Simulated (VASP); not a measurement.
# IrO (Pm-3m) in VASP: notebook

The runs below take IrO through single point, relaxation of cell and atoms, with PBE.

Everything below comes from runs of VASP 6.6.1. Logs are shortened: lines on timing, memory, paths and dates and some standing lists are left out, and cuts for length are marked.

## Step 1: The cell of the first run

Symmetry: Pm-3m, No. 221, cubic system. The conventional cell has a = 2.811 Å, b = 2.811 Å, c = 2.811 Å, α = 90.00°, β = 90.00°, γ = 90.00°. Ir (site symmetry m-3m) has 8 O at 2.43 Å and 6 Ir at 2.81 Å within 3.2 Å. O (site symmetry m-3m) has 8 Ir at 2.43 Å and 6 O at 2.81 Å within 3.2 Å.

## Step 2: Single point, PBE

File INCAR:

```
SYSTEM = IrO
PREC = Accurate
ENCUT = 520
EDIFF = 1E-7
ISMEAR = 0
SIGMA = 0.1
LREAL = .False.
LASPH = .True.
NELM = 100
ALGO = Normal
ISIF = 2
LWAVE = .False.
LCHARG = .False.
GGA = PE
NBANDS = 14
```

File KPOINTS:

```
Automatic mesh
0
Gamma
  8 8 8
  0 0 0
```

File POSCAR:

```
IrO
1.0
    2.8108142128      0.0000000000      0.0000000000
    0.0000000000      2.8108142128      0.0000000000
    0.0000000000      0.0000000000      2.8108142128
Ir O
1 1
Direct
    0.0000000000      0.0000000000      0.0000000000
    0.5000000000      0.5000000000      0.5000000000
```

Potentials or basis: VASP PAW PBE potentials, release 64 (Ir, O).

Run with:

```
$ cat potpaw_PBE.64/Ir/POTCAR potpaw_PBE.64/O/POTCAR > POTCAR
$ mpirun -np 1 vasp_std > vasp.out
```

OUTCAR:

```text
SYSTEM = IrO
   PREC = Accurate
   ENCUT = 520
   EDIFF = 1E-7
   ISMEAR = 0
   LREAL = .False.
   LASPH = .True.
   NELM = 100
   ISIF = 2
   GGA = PE

 ion  position               nearest neighbor table
   1  0.000  0.000  0.000-   2 2.43   2 2.43   2 2.43   2 2.43   2 2.43   2 2.43   2 2.43   2 2.43

   2  0.500  0.500  0.500-   1 2.43   1 2.43   1 2.43   1 2.43   1 2.43   1 2.43   1 2.43   1 2.43

  LATTYP: Found a simple cubic cell.
 ALAT       =     2.8108142128

  Lattice vectors:

 A1 = (   2.8108142128,   0.0000000000,   0.0000000000)
 A2 = (   0.0000000000,   2.8108142128,   0.0000000000)
 A3 = (   0.0000000000,   0.0000000000,   2.8108142128)

Analysis of symmetry for initial positions (statically):
=====================================================================
 Subroutine PRICEL returns:
 Original cell was already a primitive cell.

 Routine SETGRP: Setting up the symmetry group for a
 simple cubic supercell.

 Subroutine GETGRP returns: Found 48 space group operations
[... 9 lines left out ...]

 Routine SETGRP: Setting up the symmetry group for a
 simple cubic supercell.

 Subroutine GETGRP returns: Found 48 space group operations
[... 11 lines left out ...]
                                     Primitive cell

  volume of cell :      22.2073

  direct lattice vectors                    reciprocal lattice vectors
     2.810814213  0.000000000  0.000000000     0.355768800  0.000000000  0.000000000
     0.000000000  2.810814213  0.000000000     0.000000000  0.355768800  0.000000000
     0.000000000  0.000000000  2.810814213     0.000000000  0.000000000  0.355768800

  length of vectors
     2.810814213  2.810814213  2.810814213     0.355768800  0.355768800  0.355768800

  position of ions in fractional coordinates (direct lattice)
     0.000000000  0.000000000  0.000000000
     0.500000000  0.500000000  0.500000000

  ion indices of the primitive-cell ions
   primitive index   ion index
                 1           1
                 2           2

----------------------------------------------------------------------------------------

 KPOINTS: Automatic mesh

Automatic generation of k-mesh.
 Grid dimensions read from file:
 generate k-points for:    8    8    8

 Generating k-lattice:

  Cartesian coordinates                     Fractional coordinates (reciprocal lattice)
     0.044471100  0.000000000  0.000000000     0.125000000  0.000000000  0.000000000
     0.000000000  0.044471100  0.000000000     0.000000000  0.125000000  0.000000000
     0.000000000  0.000000000  0.044471100     0.000000000  0.000000000  0.125000000

[... 60 lines left out ...]
   IBRION =     -1    ionic relax: 0-MD 1-quasi-New 2-CG
   NFREE  =      0    steps in history (QN), initial steepest desc. (CG)
   ISIF   =      2    stress and relaxation
   ISYM   =      2    0-nonsym 1-usesym 2-fastsym
   POTIM  = 0.5000    time-step for ionic-motion
   TEBEG  =    0.0;   TEEND  =   0.0 temperature during run
   PSTRESS=    0.0 pullay stress
   NELECT =      15.0000    total number of electrons
   NUPDOWN=      -1.0000    fix difference up-down
   EMIN   =  10.00;   EMAX   =-10.00  energy-range for DOS
   EFERMI =   0.00;   METHOD = LEGACY
   ISMEAR =     0;   SIGMA  =   0.10  broadening in eV -4-tet -1-fermi 0-gaus
   EFERMI_NEDOS =   21; number of points for ismear=-14 and -15
   IALGO  =     38    algorithm
   IMIX   =      4    mixing-type and parameters
     AMIX     =   0.40;   BMIX     =  1.00
     AMIX_MAG =   1.60;   BMIX_MAG =  1.00
  volume/ion in A,a.u.               =      11.10        74.93
  Fermi-wavevector in a.u.,A,eV,Ry     =   1.436392  2.714388 28.071856  2.063223
  Thomas-Fermi vector in A             =   2.555586
   LORBIT       =      0    0 simple, 1 ext, 2 COOP (PROOUT), +10 PAW based schemes
   GGA     = PE    functional components
   LHFCALC =     F    Hartree Fock is set to
   AEXX    =    0.0000 exact exchange contribution
   IVDW    =     0    specifies the selected vdW correction
   LEPSILON=     F    determine dielectric tensor
   LRPA    =     F    only Hartree local field effects (RPA)
 non-spin polarized calculation
 Gauss-broadening in eV      SIGMA  =   0.10
  energy-cutoff  :      520.00
  volume of cell :       22.21
 maximum number of plane-waves:       624
 NGX is ok and might be reduce to    24
   NGX = 11   NGY = 11   NGZ = 11

 number of electron      15.0000004 magnetization

 Free energy of the ion-electron system (eV)
  ---------------------------------------------------
  ext. energy  EPLUGINS =         0.00000000
  ---------------------------------------------------
  free energy    TOTEN  =       -11.77703148 eV

  energy without entropy =      -11.75912952  energy(sigma->0) =      -11.76808050

 E-fermi :   8.0138     XC(G=0): -13.2428

 val. band max:        8.0101365581   @ k =   0.5000   0.0000   0.0000
 cond. band min:       8.0183545167   @ k =   0.1250   0.0000   0.0000
 fundamental gap:      0.0082179585
 Fermi energy:         8.0137854526

 k-point     1 :       0.0000    0.0000    0.0000
  band No.  band energies     occupation
      1     -12.4392      2.00000
      2       2.9035      2.00000
      3       2.9035      2.00000
      4       4.2543      2.00000
      5       4.2543      2.00000
      6       4.2543      2.00000
      7       5.6955      2.00000
      8       7.8299      1.99070
      9       7.8299      1.99070
     10       7.8299      1.99070
     11      25.5233      0.00000
     12      25.5233      0.00000
     13      26.0361      0.00000
     14      26.0361      0.00000
[... 377 lines left out ...]
      1     -11.1677      2.00000
      2       0.9901      2.00000
      3       1.5207      2.00000
      4       3.4232      2.00000
      5       4.3981      2.00000
      6       6.0748      2.00000
      7       6.7489      2.00000
      8       7.7949      1.99804
      9       8.8642      0.00000
     10      13.7230      0.00000
     11      16.7132      0.00000
     12      19.0283      0.00000
     13      25.5750      0.00000
     14      28.3701      0.00000

 [... further k-points ...]
[... 5 lines left out ...]
  --------------------------------------------------------------------------------------
  -------------------------------------------------------------------------------------
  Total        0.0307771      0.0307771      0.0307771     -0.0000000     -0.0000000     -0.0000000
  in kB        2.2204530      2.2204530      2.2204530     -0.0000000     -0.0000000     -0.0000000
  external PRESSURE =       2.2204530 kB  Pullay stress =       0.0000000 kB

 VOLUME and BASIS-vectors are now :
 -----------------------------------------------------------------------------
  energy-cutoff  :      520.00
  volume of cell :       22.21
      direct lattice vectors                 reciprocal lattice vectors
     2.810814213  0.000000000  0.000000000     0.355768800  0.000000000  0.000000000
     0.000000000  2.810814213  0.000000000     0.000000000  0.355768800  0.000000000
     0.000000000  0.000000000  2.810814213     0.000000000  0.000000000  0.355768800

 POSITION                                       TOTAL-FORCE (eV/Angst)
 -----------------------------------------------------------------------------------
      0.00000      0.00000      0.00000         0.000000      0.000000      0.000000
      1.40541      1.40541      1.40541         0.000000      0.000000      0.000000
 -----------------------------------------------------------------------------------
    total drift:                                0.000000      0.000000     -0.000000

  FREE ENERGIE OF THE ION-ELECTRON SYSTEM (eV)
  ---------------------------------------------------
  free  energy   TOTEN  =       -11.7770314787 eV

  energy  without entropy=      -11.7591295227  energy(sigma->0) =      -11.76808050
```

stdout:

```text
POSCAR found type information on POSCAR IrO
 POSCAR found :  2 types and       2 ions
 scaLAPACK will be used
 LDA part: xc-table for (Slater+PW92), standard interpolation
 POSCAR, INCAR and KPOINTS ok, starting setup
 FFT: planning ... GRIDC
 FFT: planning ... GRID_SOFT
 FFT: planning ... GRID
 WAVECAR not read
 entering main loop
```

It took 8.5 s on 1 thread of Intel Xeon Platinum 8375C at 2.90GHz (Ice Lake), shared host; peak memory 0.14 GiB.

What came out:

* Free energy: -11.7770 eV
* Pressure: 0.2 GPa

Caveat: spin-orbit coupling is left out, which moves the levels of the heavy elements; an odd number of electrons without spin polarisation forces a metal; a magnetic or distorted state may lie lower.

## Step 3: Relaxation of cell and atoms, PBE

This run uses another cell than the first one, of 8.01 Å³/atom, 0.722 times its volume.

File INCAR:

```
SYSTEM = IrO
  ALGO = Normal
  EDIFF = 1E-6
  EDIFFG = -0.05
  ENCUT = 600
  GGA = PE
  IBRION = 2
  ISIF = 3
  ISMEAR = 0
  LASPH = .True.
  LCHARG = .False.
  LREAL = .False.
  LWAVE = .False.
  NELM = 80
  NSW = 100
  PREC = Accurate
  SIGMA = 0.1
```

File KPOINTS:

```
k-points
0
Gamma
  8 8 8
  0 0 0
```

File POSCAR:

```
IrO
1.0
    2.5211083403      0.0000000000      0.0000000000
    0.0000000000      2.5211083403      0.0000000000
    0.0000000000      0.0000000000      2.5211083403
Ir O
1 1
Direct
    0.0000000000      0.0000000000      0.0000000000
    0.5000000000      0.5000000000      0.5000000000
```

Potentials or basis: VASP PAW PBE potentials, release 64 (Ir, O).

Run with:

```
$ cat potpaw_PBE.64/Ir/POTCAR potpaw_PBE.64/O/POTCAR > POTCAR
$ mpirun -np 1 vasp_std > vasp.out
```

OUTCAR:

```text
SYSTEM = IrO
   EDIFF = 1E-6
   EDIFFG = -0.05
   ENCUT = 600
   GGA = PE
   IBRION = 2
   ISIF = 3
   ISMEAR = 0
   LASPH = .True.
   LREAL = .False.
   NELM = 80
   NSW = 100
   PREC = Accurate

 ion  position               nearest neighbor table
   1  0.000  0.000  0.000-   2 2.18   2 2.18   2 2.18   2 2.18   2 2.18   2 2.18   2 2.18   2 2.18

   2  0.500  0.500  0.500-   1 2.18   1 2.18   1 2.18   1 2.18   1 2.18   1 2.18   1 2.18   1 2.18

  LATTYP: Found a simple cubic cell.
 ALAT       =     2.5211083403

  Lattice vectors:

 A1 = (   2.5211083403,   0.0000000000,   0.0000000000)
 A2 = (   0.0000000000,   2.5211083403,   0.0000000000)
 A3 = (   0.0000000000,   0.0000000000,   2.5211083403)

Analysis of symmetry for initial positions (statically):
=====================================================================
 Subroutine PRICEL returns:
 Original cell was already a primitive cell.

 Routine SETGRP: Setting up the symmetry group for a
 simple cubic supercell.

 Subroutine GETGRP returns: Found 48 space group operations
[... 9 lines left out ...]

 Routine SETGRP: Setting up the symmetry group for a
 simple cubic supercell.

 Subroutine GETGRP returns: Found 48 space group operations
[... 11 lines left out ...]
                                     Primitive cell

  volume of cell :      16.0241

  direct lattice vectors                    reciprocal lattice vectors
     2.521108340  0.000000000  0.000000000     0.396650943  0.000000000  0.000000000
     0.000000000  2.521108340  0.000000000     0.000000000  0.396650943  0.000000000
     0.000000000  0.000000000  2.521108340     0.000000000  0.000000000  0.396650943

  length of vectors
     2.521108340  2.521108340  2.521108340     0.396650943  0.396650943  0.396650943

  position of ions in fractional coordinates (direct lattice)
     0.000000000  0.000000000  0.000000000
     0.500000000  0.500000000  0.500000000

  ion indices of the primitive-cell ions
   primitive index   ion index
                 1           1
                 2           2

----------------------------------------------------------------------------------------

 KPOINTS: k-points

Automatic generation of k-mesh.
[... 58 lines left out ...]
   ISTART =      0    job   : 0-new  1-cont  2-samecut
   ICHARG =      2    charge: 1-file 2-atom 10-const
   ISPIN  =      1    spin polarized calculation?
   LNONCOLLINEAR =      F non collinear calculations
   LSORBIT =      F    spin-orbit coupling
   LASPH  =      T    aspherical Exc in radial PAW
   ENCUT  =  600.0 eV  44.10 Ry    6.64 a.u.   5.04  5.04  5.04*2*pi/ulx,y,z
   NELM   =     80;   NELMIN=  2; NELMDL= -5     # of ELM steps
   EDIFF  = 0.1E-05   stopping-criterion for ELM
   LREAL  =      F    real-space projection
   EDIFFG = -.5E-01   stopping-criterion for IOM
   NSW    =    100    number of steps for IOM
   IBRION =      2    ionic relax: 0-MD 1-quasi-New 2-CG
   NFREE  =      1    steps in history (QN), initial steepest desc. (CG)
   ISIF   =      3    stress and relaxation
   ISYM   =      2    0-nonsym 1-usesym 2-fastsym
   POTIM  = 0.5000    time-step for ionic-motion
   TEBEG  =    0.0;   TEEND  =   0.0 temperature during run
   PSTRESS=    0.0 pullay stress
   NELECT =      15.0000    total number of electrons
   NUPDOWN=      -1.0000    fix difference up-down
   EMIN   =  10.00;   EMAX   =-10.00  energy-range for DOS
   EFERMI =   0.00;   METHOD = LEGACY
   ISMEAR =     0;   SIGMA  =   0.10  broadening in eV -4-tet -1-fermi 0-gaus
   EFERMI_NEDOS =   21; number of points for ismear=-14 and -15
   IALGO  =     38    algorithm
   IMIX   =      4    mixing-type and parameters
     AMIX     =   0.40;   BMIX     =  1.00
     AMIX_MAG =   1.60;   BMIX_MAG =  1.00
  volume/ion in A,a.u.               =       8.01        54.07
  Fermi-wavevector in a.u.,A,eV,Ry     =   1.601451  3.026304 34.894132  2.564646
  Thomas-Fermi vector in A             =   2.698428
   LORBIT       =      0    0 simple, 1 ext, 2 COOP (PROOUT), +10 PAW based schemes
   GGA     = PE    functional components
   LHFCALC =     F    Hartree Fock is set to
   AEXX    =    0.0000 exact exchange contribution
   IVDW    =     0    specifies the selected vdW correction
   LEPSILON=     F    determine dielectric tensor
   LRPA    =     F    only Hartree local field effects (RPA)
 conjugate gradient relaxation of ions
 non-spin polarized calculation
 Gauss-broadening in eV      SIGMA  =   0.10
  energy-cutoff  :      600.00
  volume of cell :       16.02
 maximum number of plane-waves:       554
   NGX = 11   NGY = 11   NGZ = 11

--------------------------------------- Ionic step        1  -------------------------------------------

 number of electron      15.0000005 magnetization

 Free energy of the ion-electron system (eV)
  ---------------------------------------------------
  ext. energy  EPLUGINS =         0.00000000
  ---------------------------------------------------
  free energy    TOTEN  =        -9.19860208 eV

  energy without entropy =       -9.18392721  energy(sigma->0) =       -9.19126465

 E-fermi :  14.1524     XC(G=0): -15.2316

 val. band max:       14.1403152517   @ k =   0.1250   0.0000   0.0000
 cond. band min:      14.1603004715   @ k =   0.3750   0.1250   0.0000
 fundamental gap:      0.0199852198
 Fermi energy:        14.1523992323
[... 860 lines left out ...]
--------------------------------------- Ionic step        6  -------------------------------------------

 number of electron      15.0000012 magnetization

 Free energy of the ion-electron system (eV)
  ---------------------------------------------------
  ext. energy  EPLUGINS =         0.00000000
  ---------------------------------------------------
  free energy    TOTEN  =       -11.76672493 eV

  energy without entropy =      -11.74879980  energy(sigma->0) =      -11.75776236

 E-fermi :   7.9858     XC(G=0): -13.2324

 val. band max:        7.9816728727   @ k =   0.5000   0.0000   0.0000
 cond. band min:       7.9901331281   @ k =   0.1250   0.0000   0.0000
 fundamental gap:      0.0084602554
 Fermi energy:         7.9857558031
[... 365 lines left out ...]
  FREE ENERGIE OF THE ION-ELECTRON SYSTEM (eV)
  ---------------------------------------------------
  free  energy   TOTEN  =       -11.7667249289 eV

  energy  without entropy=      -11.7487997991  energy(sigma->0) =      -11.75776236

 reached required accuracy - stopping structural energy minimisation
```

OSZICAR:

```text
N       E                     dE             d eps       ncg     rms          rms(c)
DAV:   1     0.138592414625E+03    0.13859E+03   -0.86064E+03   770   0.154E+03
DAV:   2    -0.362332693077E+01   -0.14222E+03   -0.13236E+03   781   0.378E+02
DAV:   3    -0.101930458883E+02   -0.65697E+01   -0.61938E+01   885   0.915E+01
[... 62 lines left out ...]
DAV:   2    -0.117671188013E+02    0.25259E-02   -0.56145E-03   785   0.871E-01    0.164E-01
DAV:   3    -0.117668965361E+02    0.22227E-03   -0.18189E-03  1014   0.658E-01    0.188E-01
DAV:   4    -0.117667234699E+02    0.17307E-03   -0.35160E-04  1050   0.221E-01    0.919E-02
DAV:   5    -0.117667252295E+02   -0.17596E-05   -0.32227E-05   798   0.645E-02    0.511E-03
DAV:   6    -0.117667249289E+02    0.30060E-06   -0.11457E-06   505   0.117E-02
   6 F= -.11766725E+02 E0= -.11757762E+02  d E =-.256812E+01
```

CONTCAR:

```text
IrO
   1.00000000000000
     2.8124690044356506   -0.0000000000000000    0.0000000000000000
    -0.0000000000000000    2.8124690044356506    0.0000000000000000
    -0.0000000000000000   -0.0000000000000000    2.8124690044356506
  Ir              O
     1     1
Direct
     0.0000000000000000    0.0000000000000000    0.0000000000000000
     0.5000000000000000    0.5000000000000000    0.5000000000000000

  0.00000000E+00  0.00000000E+00  0.00000000E+00
  0.00000000E+00  0.00000000E+00  0.00000000E+00
```

Run time: 27 s. Hardware: 1 thread of Intel Xeon Platinum 8375C at 2.90GHz (Ice Lake), shared host; peak memory 0.13 GiB.

What came out:

```
Free energy                            : -11.7667 eV
Relaxed volume                         : 11.12 Å³/atom
Relaxed cell                           : a = 2.812 Å, b = 2.812 Å, c = 2.812 Å, α = 90.00°, β = 90.00°, γ = 90.00°
Space group after relaxing (to 0.05 Å) : Pm-3m (No. 221)
Energy gained by relaxing              : 1284.1 meV/atom
Ionic steps                            : 6
Pressure after relaxing                : -0.5 GPa
```

The path:
```csv
step,energy change (eV),largest force (eV/Å),pressure (GPa),volume (Å³)
1,0.0000,0.0000,180.18,16.02
2,3.5187,0.0000,-45.68,47.32
3,-2.3874,0.0000,-21.37,24.66
4,-2.5371,0.0000,-10.01,23.16
5,-2.5679,0.0000,1.01,22.11
6,-2.5681,0.0000,-0.55,22.25
```

Final structure:
```
Ir O
1.0
     2.81247    0.00000    0.00000
     0.00000    2.81247    0.00000
     0.00000    0.00000    2.81247
Ir O
1 1
Direct
  0.00000 0.00000 0.00000
  0.50000 0.50000 0.50000
```

Caveat: the volume moved by over 15 % at a fixed basis, so the end points are rough; spin-orbit coupling is left out, which moves the levels of the heavy elements; an odd number of electrons without spin polarisation forces a metal; a magnetic or distorted state may lie lower.
